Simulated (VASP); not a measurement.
# Sn (P6/mmm) in VASP: notebook, part 2 of 2

VASP 6.6.1. Earlier steps stand in the parts before.

### Step 4. Relaxation of cell and atoms, PBE

INCAR reads:

```
SYSTEM = Sn
PREC     = Accurate       ! precision mode
ENCUT    = 600            ! plane-wave cutoff, eV
EDIFF    = 1E-7           ! SCF threshold, eV
ISMEAR   = 0              ! smearing method
SIGMA    = 0.1            ! smearing width, eV
LREAL    = .FALSE.        ! projectors in reciprocal space
LASPH    = .TRUE.         ! aspherical terms in the spheres
NELM     = 100            ! most SCF steps
ALGO     = Fast           ! electronic algorithm
ISIF     = 3              ! what is computed and relaxed
LWAVE    = .FALSE.        ! write WAVECAR
LCHARG   = .FALSE.        ! write CHGCAR
GGA      = PE             ! functional
IBRION   = 2              ! ionic algorithm
NSW      = 90             ! ionic steps
EDIFFG   = -0.04          ! ionic threshold
```

KPOINTS reads:

```
Automatic mesh
0
G
  6 6 6
  0 0 0
```

POSCAR reads:

```
Sn
1.0
    4.6671591600      0.0000000000      0.0000000000
   -2.3335795800      4.0418783900      0.0000000000
    0.0000000000      0.0000000000      3.1339830600
Sn
2
Direct
    0.3333333300      0.6666666700      0.0000000000
    0.6666666700      0.3333333300      0.0000000000
```

Potentials or basis: VASP PAW PBE potentials, release 64 (Sn_d).

Launch:

```
cat potpaw_PBE.64/Sn_d/POTCAR > POTCAR
mpirun -np 1 vasp_std > vasp.out
```

OUTCAR:

```text
SYSTEM = Sn
   PREC = Accurate
   ENCUT = 600
   EDIFF = 1E-7
   ISMEAR = 0
   LREAL = .FALSE.
   LASPH = .TRUE.
   NELM = 100
   ISIF = 3
   GGA = PE
   IBRION = 2
   NSW = 90
   EDIFFG = -0.04

 ion  position               nearest neighbor table
   1  0.333  0.667  0.000-   2 2.69   2 2.69   2 2.69
   2  0.667  0.333  0.000-   1 2.69   1 2.69   1 2.69

  LATTYP: Found a hexagonal cell.
 ALAT       =     4.6671591600
 C/A-ratio  =     0.6714969326

  Lattice vectors:

 A1 = (   4.6671591600,   0.0000000000,   0.0000000000)
 A2 = (  -2.3335795800,   4.0418783900,   0.0000000000)
 A3 = (   0.0000000000,   0.0000000000,   3.1339830600)

Analysis of symmetry for initial positions (statically):
=====================================================================
 Subroutine PRICEL returns:
 Original cell was already a primitive cell.

 Routine SETGRP: Setting up the symmetry group for a
 hexagonal supercell.

 Subroutine GETGRP returns: Found 24 space group operations
 (whereof 24 operations were pure point group operations)
 out of a pool of 24 trial point group operations.

The static configuration has the point symmetry D_6h.

Analysis of symmetry for dynamics (positions and initial velocities):
=====================================================================
 Subroutine PRICEL returns:
 Original cell was already a primitive cell.

 Routine SETGRP: Setting up the symmetry group for a
 hexagonal supercell.

 Subroutine GETGRP returns: Found 24 space group operations
 (whereof 24 operations were pure point group operations)
 out of a pool of 24 trial point group operations.

The dynamic configuration has the point symmetry D_6h.

 Subroutine INISYM returns: Found 24 space group operations
 (whereof 24 operations are pure point group operations),
 and found     1 'primitive' translations

----------------------------------------------------------------------------------------

                                     Primitive cell

  volume of cell :      59.1197

  direct lattice vectors                    reciprocal lattice vectors
     4.667159160  0.000000000  0.000000000     0.214263102  0.123704860  0.000000000
    -2.333579580  4.041878390  0.000000000     0.000000000  0.247409720  0.000000000
     0.000000000  0.000000000  3.133983060     0.000000000  0.000000000  0.319082771

  length of vectors
     4.667159160  4.667159155  3.133983060     0.247409720  0.247409720  0.319082771

  position of ions in fractional coordinates (direct lattice)
     0.333333330  0.666666670  0.000000000
     0.666666670  0.333333330  0.000000000

  ion indices of the primitive-cell ions
   primitive index   ion index
                 1           1
                 2           2

----------------------------------------------------------------------------------------

 KPOINTS: Automatic mesh

Automatic generation of k-mesh.
 Grid dimensions read from file:
 generate k-points for:    6    6    6

 Generating k-lattice:

  Cartesian coordinates                     Fractional coordinates (reciprocal lattice)
     0.035710517  0.020617477  0.000000000     0.166666667  0.000000000  0.000000000
     0.000000000  0.041234953  0.000000000     0.000000000  0.166666667  0.000000000
     0.000000000  0.000000000  0.053180462     0.000000000  0.000000000  0.166666667

  Length of vectors
     0.041234953  0.041234953  0.053180462

  Shift w.r.t. Gamma in fractional coordinates (k-lattice)
     0.000000000  0.000000000  0.000000000

 Subroutine IBZKPT returns following result:
 ===========================================

 Found     28 irreducible k-points:

 Following reciprocal coordinates:
            Coordinates               Weight
  0.000000  0.000000  0.000000      1.000000
  0.166667 -0.000000  0.000000      6.000000
  0.333333 -0.000000  0.000000      6.000000
  0.500000 -0.000000  0.000000      3.000000
  0.166667  0.166667  0.000000      6.000000
  0.333333  0.166667  0.000000     12.000000
[... 16 lines left out ...]
  0.166667 -0.000000  0.500000      6.000000
  0.333333 -0.000000  0.500000      6.000000
 [... further k-points ...]
   k-points           NKPTS =     28   k-points in BZ     NKDIM =     28   number of bands    NBANDS=     18
   number of dos      NEDOS =    301   number of ions     NIONS =      2
   total plane-waves  NPLWV =  44800
   dimension x,y,z NGX =    40 NGY =   40 NGZ =   28
   dimension x,y,z NGXF=    80 NGYF=   80 NGZF=   56
   ions per type =               2
   NGX,Y,Z   is equivalent  to a cutoff of  14.25, 14.25, 14.85 a.u.
   NGXF,Y,Z  is equivalent  to a cutoff of  28.50, 28.50, 29.71 a.u.
 SYSTEM =  Sn
   PREC   = accura    normal or accurate (medium, high low for compatibility)
   ISTART =      0    job   : 0-new  1-cont  2-samecut
   ICHARG =      2    charge: 1-file 2-atom 10-const
   ISPIN  =      1    spin polarized calculation?
   LNONCOLLINEAR =      F non collinear calculations
   LSORBIT =      F    spin-orbit coupling
   LASPH  =      T    aspherical Exc in radial PAW
   ENCUT  =  600.0 eV  44.10 Ry    6.64 a.u.   9.32  9.32  6.26*2*pi/ulx,y,z
   NELM   =    100;   NELMIN=  2; NELMDL= -5     # of ELM steps
   EDIFF  = 0.1E-06   stopping-criterion for ELM
   LREAL  =      F    real-space projection
   EDIFFG = -.4E-01   stopping-criterion for IOM
   NSW    =     90    number of steps for IOM
   IBRION =      2    ionic relax: 0-MD 1-quasi-New 2-CG
   NFREE  =      1    steps in history (QN), initial steepest desc. (CG)
   ISIF   =      3    stress and relaxation
   ISYM   =      2    0-nonsym 1-usesym 2-fastsym
   POTIM  = 0.5000    time-step for ionic-motion
   TEBEG  =    0.0;   TEEND  =   0.0 temperature during run
   PSTRESS=    0.0 pullay stress
   NELECT =      28.0000    total number of electrons
   NUPDOWN=      -1.0000    fix difference up-down
   EMIN   =  10.00;   EMAX   =-10.00  energy-range for DOS
   EFERMI =   0.00;   METHOD = LEGACY
   ISMEAR =     0;   SIGMA  =   0.10  broadening in eV -4-tet -1-fermi 0-gaus
   EFERMI_NEDOS =   21; number of points for ismear=-14 and -15
   IALGO  =     68    algorithm
   IMIX   =      4    mixing-type and parameters
     AMIX     =   0.40;   BMIX     =  1.00
     AMIX_MAG =   1.60;   BMIX_MAG =  1.00
  volume/ion in A,a.u.               =      29.56       199.48
  Fermi-wavevector in a.u.,A,eV,Ry     =   1.276096  2.411472 22.156012  1.628421
  Thomas-Fermi vector in A             =   2.408771
   LORBIT       =      0    0 simple, 1 ext, 2 COOP (PROOUT), +10 PAW based schemes
   GGA     = PE    functional components
   LHFCALC =     F    Hartree Fock is set to
   AEXX    =    0.0000 exact exchange contribution
   IVDW    =     0    specifies the selected vdW correction
   LEPSILON=     F    determine dielectric tensor
   LRPA    =     F    only Hartree local field effects (RPA)
 conjugate gradient relaxation of ions
 non-spin polarized calculation
 RMM-DIIS sequential band-by-band and
 Gauss-broadening in eV      SIGMA  =   0.10
  energy-cutoff  :      600.00
  volume of cell :       59.12
 maximum number of plane-waves:      2004
 NGX is ok and might be reduce to    40
   NGX = 19   NGY = 19   NGZ = 13

--------------------------------------- Ionic step        1  -------------------------------------------

 number of electron      28.0000003 magnetization

 Free energy of the ion-electron system (eV)
  ---------------------------------------------------
  ext. energy  EPLUGINS =         0.00000000
  ---------------------------------------------------
  free energy    TOTEN  =        -6.96597200 eV

  energy without entropy =       -6.96141905  energy(sigma->0) =       -6.96369553

------------------------ aborting loop because EDIFF is reached ----------------------------------------

  FORCE on cell =-STRESS in cart. coord.  units (eV):
  Direction    XX          YY          ZZ          XY          YZ          ZX
  --------------------------------------------------------------------------------------
  -------------------------------------------------------------------------------------
  Total        5.4125409      5.4125409      1.0661536      0.0000000     -0.0000000      0.0000000
  in kB      146.6828293    146.6828288     28.8933465      0.0000000     -0.0000000      0.0000000
  external PRESSURE =     107.4196682 kB  Pullay stress =       0.0000000 kB
[... 23 lines left out ...]
--------------------------------------- Ionic step        2  -------------------------------------------

 number of electron      27.9999999 magnetization

 E-fermi :   4.2477     XC(G=0):  -8.3890

 val. band max:        4.1910582921   @ k =   0.1667  -0.0000   0.5000
 cond. band min:       4.2813355425   @ k =   0.3333   0.1667   0.0000
 fundamental gap:      0.0902772505
 Fermi energy:         4.2476623941

 k-point     1 :       0.0000    0.0000    0.0000
  band No.  band energies     occupation
      1     -17.1771      2.00000
      2     -17.0430      2.00000
      3     -17.0430      2.00000
      4     -17.0417      2.00000
      5     -16.9778      2.00000
      6     -16.9778      2.00000
[... 602 lines left out ...]
--------------------------------------- Ionic step        5  -------------------------------------------

 number of electron      28.0000013 magnetization

 Free energy of the ion-electron system (eV)
  ---------------------------------------------------
  ext. energy  EPLUGINS =         0.00000000
  ---------------------------------------------------
  free energy    TOTEN  =        -7.39556236 eV

  energy without entropy =       -7.38667561  energy(sigma->0) =       -7.39111899

 E-fermi :   5.1048     XC(G=0):  -8.7609

 val. band max:        5.0986673539   @ k =   0.1667   0.1667   0.1667
 cond. band min:       5.1626619521   @ k =   0.3333   0.1667   0.0000
 fundamental gap:      0.0639945982
 Fermi energy:         5.1047577084

 k-point     1 :       0.0000    0.0000    0.0000
  band No.  band energies     occupation
      1     -16.4660      2.00000
      2     -16.3083      2.00000
      3     -16.3083      2.00000
      4     -16.2841      2.00000
      5     -16.2253      2.00000
      6     -16.2253      2.00000
[... 524 lines left out ...]
  FREE ENERGIE OF THE ION-ELECTRON SYSTEM (eV)
  ---------------------------------------------------
  free  energy   TOTEN  =        -7.3955623641 eV

  energy  without entropy=       -7.3866756064  energy(sigma->0) =       -7.39111899

 reached required accuracy - stopping structural energy minimisation
```

It took 2.7 min on 1 thread of Intel Xeon Platinum 8259CL at 2.50GHz (Skylake/Cascade Lake), shared host; peak memory 0.22 GiB.

Results:

- Free energy: -7.3956 eV
- Relaxed volume: 35.54 Å³/atom
- Relaxed cell: a = 5.098 Å, b = 5.098 Å, c = 3.158 Å, α = 90.00°, β = 90.00°, γ = 120.00°
- Space group after relaxing (to 0.05 Å): P6/mmm (No. 191)
- Energy gained by relaxing: 214.8 meV/atom
- Ionic steps: 5
- Pressure after relaxing: 0.0 GPa
- Band gap on the k mesh: zero (band 14 reaches 7.18 eV, above the bottom of band 15 at 3.54 eV)

The path:
```csv
step,energy change (eV),largest force (eV/Å),pressure (GPa),volume (Å³)
1,0.0000,0.0000,10.74,59.12
2,-0.3725,0.0000,-2.50,77.51
3,-0.4270,0.0000,-0.14,71.27
4,-0.4271,0.0000,-0.27,71.59
5,-0.4296,0.0000,-0.01,71.07
```

Final structure:
```
CELL_PARAMETERS angstrom
5.09751 0.00000 0.00000
-2.54875 4.41457 0.00000
0.00000 0.00000 3.15832
ATOMIC_POSITIONS crystal
Sn 0.33333 0.66667 0.00000
Sn 0.66667 0.33333 0.00000
```

Caveat: the volume moved by over 15 % at a fixed basis, so the end points are rough; spin-orbit coupling is left out, which moves the levels of the heavy elements.

### Step 5. Summary

| task | cell | cutoff (eV) | gap on the mesh (eV) | pressure (GPa) |
| --- | --- | --- | --- | --- |
| single point | a = 4.667, b = 4.667, c = 3.134 Å, angles 90.0, 90.0, 120.0°, 2 atoms | 520 | none | 10.7 |
| single point | a = 5.089, b = 5.089, c = 3.158 Å, angles 90.0, 90.0, 120.0°, 2 atoms | 520 | none | 0.1 |
| relaxation of cell and atoms | relaxed from a = 4.667, b = 4.667, c = 3.134 Å, angles 90.0, 90.0, 120.0°, 2 atoms | 600 | none | 0.0 |

Alike in all rows: level PBE; potentials or basis VASP PAW PBE potentials, release 64 (Sn_d); no spin polarisation; k mesh 6 × 6 × 6; smearing gaussian 0.1 eV.

Caveats: spin-orbit coupling is left out, which moves the levels of the heavy elements; the volume moved by over 15 % at a fixed basis, so the end points are rough (some runs).

Total energies depend on the potentials used, so only differences within one code and one set of settings carry meaning.
